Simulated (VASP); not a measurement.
CdTe: relaxation of cell and atoms with PBE+D4

Crystal: CdTe.

```
Te Cd
1.0
     0.00000    3.20500    3.20500
     3.20500    0.00000    3.20500
     3.20500    3.20500    0.00000
Te Cd
1 1
Direct
  0.75000 0.75000 0.75000
  0.00000 0.00000 0.00000
```

```yaml
Program: VASP 6.6.1
Task: relaxation of cell and atoms
Functional: PBE
Dispersion: D4
Potentials_or_basis: VASP PAW PBE potentials, release 64 (Te, Cd)
Cutoff: 600 eV
k_mesh: 7 × 7 × 7
Occupations: fermi-dirac, width 0.05 eV
Spin: no spin polarisation
Dipole_correction: no
Further_INCAR_settings: ALGO = Normal; EDIFF = 1e-06; IBRION = 2; EDIFFG = -0.005; NSW = 80; ISIF = 3
```

```yaml
Relaxed_volume: 34.65 Å³/atom
Relaxed_cell: a = 4.610 Å, b = 4.610 Å, c = 4.610 Å, α = 60.00°, β = 60.00°, γ = 60.00°
Space_group_after_relaxing_to_0.05_Å: F-43m (No. 216)
Energy_gained_by_relaxing: 11.9 meV/atom
Ionic_steps: 3
Pressure_after_relaxing: 0.0 GPa
Band_gap_on_the_k_mesh: 0.72 eV, direct
Dispersion_energy_per_atom: -0.349 eV
```

The path:
| step | energy change (eV) | largest force (eV/Å) | pressure (GPa) | volume (Å³) |
| --- | --- | --- | --- | --- |
| 1 | 0.0000 | 0.0000 | 2.32 | 65.84 |
| 2 | -0.0213 | 0.0000 | -0.65 | 70.50 |
| 3 | -0.0239 | 0.0000 | 0.01 | 69.30 |

Final structure:
```
CELL_PARAMETERS angstrom
0.00000 3.26006 3.26006
3.26006 0.00000 3.26006
3.26006 3.26006 0.00000
ATOMIC_POSITIONS crystal
Te 0.75000 0.75000 0.75000
Cd 0.00000 0.00000 0.00000
```

Levels at points of the mesh, in eV from the valence-band top:
```
           k point  band 6  band 7  band 8  band 9  band 10  band 11  band 12  band 13
(0.00, 0.00, 0.00)   -7.98    0.00    0.00    0.00     0.72     4.61     4.61     4.61
```

Run time: 92 s on 1 thread of Intel Xeon 8259CL (shared host), peak memory 0.23 GiB.

Caveat: spin-orbit coupling is left out, which moves the levels of the heavy elements. Expect the measured gap to be larger: semilocal functionals such as PBE lack the derivative discontinuity.
